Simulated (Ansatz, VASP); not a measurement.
MnO in VASP and in Ansatz

INCAR

```
PREC     = Accurate       # precision mode
ENCUT    = 520            # plane-wave cutoff, eV
EDIFF    = 1E-6           # SCF threshold, eV
ISMEAR   = 0              # smearing method
SIGMA    = 0.05           # smearing width, eV
LREAL    = F              # projectors in reciprocal space
LASPH    = T              # aspherical terms in the spheres
NELM     = 150            # most SCF steps
ALGO     = Normal         # electronic algorithm
ISIF     = 2              # what is computed and relaxed
LWAVE    = F              # write WAVECAR
LCHARG   = F              # write CHGCAR
ISPIN    = 2              # spin polarisation
MAGMOM   = 4 0            # initial moments
LORBIT   = 11             # projections on sites
LMAXMIX  = 4              # l up to which the mixer works
NBANDS   = 20             # bands
```

Contents of KPOINTS:

```
regular mesh
0
Gamma
  10 10 10
```

POSCAR

```
MnO
1.0
    0.0000000000      2.2239077028      2.2239077028
    2.2239077028      0.0000000000      2.2239077028
    2.2239077028      2.2239077028      0.0000000000
Mn O
1 1
Direct
    0.0000000000      0.0000000000      0.0000000000
    0.5000000000      0.5000000000      0.5000000000
```

File input.yaml:

```yaml
crystal:
  lattice:
    - [0.0, 2.2239077028, 2.2239077028]
    - [2.2239077028, 0.0, 2.2239077028]
    - [2.2239077028, 2.2239077028, 0.0]
  atoms:
    - { symbol: Mn, position: [0.0, 0.0, 0.0], spin: 4.0 }
    - { symbol: O, position: [0.5, 0.5, 0.5] }
kpoints:
  mp_grid: { grid: [10, 10, 10] }
scf:
  occupations: { method: gaussian, width: 0.05 }
hamiltonian:
  xc: lda
  pseudopotentials: { kind: all_electron, lapw: { basis_error: 0.001 } }
magnetization:
  spin_polarized: true
output:
  forces: true
  stress: true
  eigenvalues: true
```

Alike in both runs: task single point; functional LDA; k mesh 10 × 10 × 10; occupations gaussian, width 0.05 eV; collinear spin.

```csv
,VASP,Ansatz
version,VASP 6.6.1,Ansatz 0.2.0
potentials or method,"VASP PAW LDA potentials, release 64 (Mn_pv, O), cutoff 520 eV","all-electron LAPW, scalar-relativistic"
```

```tsv
	VASP	Ansatz	Ansatz less VASP
gap on the k mesh at the Fermi level (eV)	none	none	-
pressure (GPa)	-17.8	-16.4	+1.45
net moment per atom (μB)	2.26	2.30	+0.044
size of the moment on the site where the two differ most (μB)	4.11	4.18	+0.066
```

LDA's correlation is that of Perdew and Zunger in VASP and of Perdew and Wang (1992) in Ansatz. Site moments also hang on the region over which each program counts them. A gap of «none» marks a metal or a gap that the smearing closes. Ansatz ran all-electron here, and VASP with PAW potentials.
